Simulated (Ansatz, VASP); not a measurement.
**Two plane-wave programs on In3GeO2**

```
In Ge O
1.0
     4.94091    0.00000    0.00000
    -2.47046    4.27896    0.00000
     0.00000    0.00000    5.71838
In Ge O
3 1 2
Direct
  0.33333 0.66667 0.56395
  0.66667 0.33333 0.56395
  0.00000 0.00000 0.95436
  0.00000 0.00000 0.42318
  0.33333 0.66667 0.92098
  0.66667 0.33333 0.92098
```

Alike in both runs: functional PBE; k mesh 6 × 6 × 2; occupations gaussian, width 0.1 eV; no spin polarisation.

Ansatz relaxed the structure, and its values are those at the end. VASP's run is a single point on that final structure, the one shown.

|  | VASP | Ansatz |
| --- | --- | --- |
| version | VASP 6.6.1 | Ansatz 0.2.0 |
| potentials or method | VASP PAW PBE potentials, release 64 (In_d, Ge_d, O), cutoff 520 eV | scalar-relativistic, plane waves, PAW |
| valence electrons in the cell | 65 | 65 |

VASP gave:

| Item | Value |
| --- | --- |
| gap on the k mesh at the Fermi level (eV) | none |
| pressure (GPa) | 0.1 |
| rms of the force components (eV/Å) | 0.037 |

What did Ansatz give for the same quantities?

gap on the k mesh at the Fermi level (eV): none; pressure (GPa): 0.0; rms of the force components (eV/Å): 0.008.

A gap of «none» marks a metal or a gap that the smearing closes. With one functional, cell and mesh, what is left measures potentials, basis and numerics.

The k mesh is coarse, so the values compare programs but aren't converged.
